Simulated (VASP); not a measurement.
Write the native input for VASP 6.6.1 that does the following.

```yaml
Task: single point
Functional: PBE
Dispersion: D3(BJ)
Potentials_or_basis: VASP PAW PBE potentials, release 64 (Sn_d, O)
Cutoff: 520 eV
k_mesh: 12 × 12 × 4
Occupations: gaussian, width 0.05 eV
Spin: no spin polarisation
Dipole_correction: no
Further_INCAR_settings: ALGO = Normal; EDIFF = 1e-07; NBANDS = 35
```

The structure of SnO2 lies in POSCAR:

```
SnO2
1.0
    3.1575531076      0.0000000000      0.0000000000
   -1.5787765538      2.7345212049      0.0000000000
    0.0000000000      0.0000000000     10.1605007849
Sn O
2 4
Direct
   -0.1559678954      0.0000000000      0.5000000000
    0.1559678954      0.0000000000      0.0000000000
    0.5087184888      0.3333333333      0.4017901351
    0.8246148446      0.3333333333      0.0982098649
    0.1753851554      0.6666666667      0.5982098649
    0.4912815112      0.6666666667      0.9017901351
```

The input as run:

INCAR

```
PREC = Accurate ; ENCUT = 520
EDIFF = 1E-7 ; ISMEAR = 0
SIGMA = 0.05 ; LREAL = False
LASPH = True ; NELM = 80
ALGO = Normal ; ISIF = 2
LWAVE = False ; LCHARG = False
GGA = PE ; IVDW = 12
NBANDS = 35
```

KPOINTS

```
Automatic mesh
0
Gamma
  12 12 4
```

Potentials or basis: VASP PAW PBE potentials, release 64 (Sn_d, O).

The run is started by

```sh
$ cat potpaw_PBE.64/Sn_d/POTCAR potpaw_PBE.64/O/POTCAR > POTCAR
$ mpirun -np 1 vasp_std > vasp.out
```

Results of the run:

```yaml
Pressure: 8.2 GPa
Largest_force: 0.705 eV/Å
Band_gap_on_the_k_mesh: 2.48 eV, indirect (least direct gap 2.88 eV)
Dispersion_energy_per_atom: -0.174 eV
```

Caveat: spin-orbit coupling is left out, which moves the levels of the heavy elements.

Wall time 9 min on 1 thread of Oxide Virtual Turin-like Processor, with other jobs on the host, peak memory 0.4 GiB.
